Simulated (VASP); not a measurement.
Here is a VASP 6.6.1 calculation.

File INCAR:

```
SYSTEM = AlNi3
ALGO     = Normal         ! electronic algorithm
EDIFF    = 1E-6           ! SCF threshold, eV
ENCUT    = 520            ! plane-wave cutoff, eV
GGA      = PE             ! functional
ISIF     = 2              ! what is computed and relaxed
ISMEAR   = -1             ! smearing method
ISPIN    = 2              ! spin polarisation
LASPH    = .TRUE.         ! aspherical terms in the spheres
LCHARG   = .FALSE.        ! write CHGCAR
LMAXMIX  = 4              ! l up to which the mixer works
LORBIT   = 11             ! projections on sites
LREAL    = .FALSE.        ! projectors in reciprocal space
LWAVE    = .FALSE.        ! write WAVECAR
MAGMOM   = 0 0.28 0.28 0.28 ! initial moments
NBANDS   = 28             ! bands
NELM     = 150            ! most SCF steps
NUPDOWN  = 0.84           ! fixed moment
PREC     = Accurate       ! precision mode
SIGMA    = 0.03           ! smearing width, eV
```

Contents of KPOINTS:

```
k-points
0
G
  10 10 10
  0 0 0
```

Contents of POSCAR:

```
AlNi3
1.0
    3.5230547267      0.0000000000      0.0000000000
    0.0000000000      3.5230547267      0.0000000000
    0.0000000000      0.0000000000      3.5230547267
Al Ni
1 3
Direct
    0.0000000000      0.0000000000      0.0000000000
    0.0000000000      0.5000000000      0.5000000000
    0.5000000000      0.0000000000      0.5000000000
    0.5000000000      0.5000000000      0.0000000000
```

Potentials or basis: VASP PAW PBE potentials, release 64 (Al, Ni).

Command:

```console
$ cat potpaw_PBE.64/Al/POTCAR potpaw_PBE.64/Ni/POTCAR > POTCAR
$ mpirun -np 1 vasp_std > vasp.out
```

Task: What does it give for the pressure?

Result: 7.3 GPa.

Caveat: the cell stands under pressure; the total moment is fixed, so each spin has its own Fermi level.
